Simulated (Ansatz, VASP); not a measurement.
**Si2W in VASP and in Ansatz**

The input INCAR:

```
SYSTEM = Si2W
PREC = Accurate ; ENCUT = 520
EDIFF = 1E-7 ; ISMEAR = -1
SIGMA = 0.05 ; LREAL = .FALSE.
LASPH = .TRUE. ; NELM = 60
ALGO = Normal ; ISIF = 2
LWAVE = .FALSE. ; LCHARG = .FALSE.
GGA = CA ; NBANDS = 18
```

KPOINTS

```
regular mesh
0
G
  12 12 12
  0 0 0
```

POSCAR

```
Si2W
1.0
   -1.6384158444      1.6384158444      3.9917332191
    1.6384158444     -1.6384158444      3.9917332191
    1.6384158444      1.6384158444     -3.9917332191
W Si
1 2
Direct
    0.0000000000      0.0000000000      0.0000000000
    0.6653000000      0.6653000000      0.0000000000
    0.3347000000      0.3347000000      0.0000000000
```

input.yaml

```yaml
crystal:
  lattice:
    - [-1.6384158444, 1.6384158444, 3.9917332191]
    - [1.6384158444, -1.6384158444, 3.9917332191]
    - [1.6384158444, 1.6384158444, -3.9917332191]
  atoms:
    - { symbol: W, position: [0.0, 0.0, 0.0] }
    - { symbol: Si, position: [0.6653, 0.6653, 0.0] }
    - { symbol: Si, position: [0.3347, 0.3347, 0.0] }
hamiltonian:
  xc: lda
  pseudopotentials: { kind: paw }
kpoints:
  mp_grid: { grid: [12, 12, 12] }
scf:
  occupations: { method: fermi_dirac, width: 0.05 }
output:
  forces: true
  stress: true
  eigenvalues: true
```

Alike in both runs: task single point; functional LDA; k mesh 12 × 12 × 12; occupations fermi-dirac, width 0.05 eV; no spin polarisation.

|  | VASP | Ansatz |
| --- | --- | --- |
| version | VASP 6.6.1 | Ansatz 0.2.0 |
| potentials or method | VASP PAW LDA potentials, release 64 (W_sv, Si) | Ansatz PAW |
| plane-wave cutoff (eV) | 520 | 420 |
| valence electrons in the cell | 22 | 22 |

VASP gave:

- gap on the k mesh at the Fermi level (eV): none
- pressure (GPa): -16.2
- traceless stress, the component that is largest in VASP (GPa): -0.96
- rms of the force components (eV/Å): 0.086

Task: Estimate Ansatz's values.

Result: gap on the k mesh at the Fermi level (eV): none; pressure (GPa): -16.8; traceless stress, the component that is largest in VASP (GPa): -1.00; rms of the force components (eV/Å): 0.091.

LDA's correlation is that of Perdew and Zunger in VASP and of Perdew and Wang (1992) in Ansatz. Atom by atom the forces differ by 0.005 eV/Å (rms over components). A gap of «none» marks a metal or a gap that the smearing closes.

Spin-orbit coupling is off throughout.
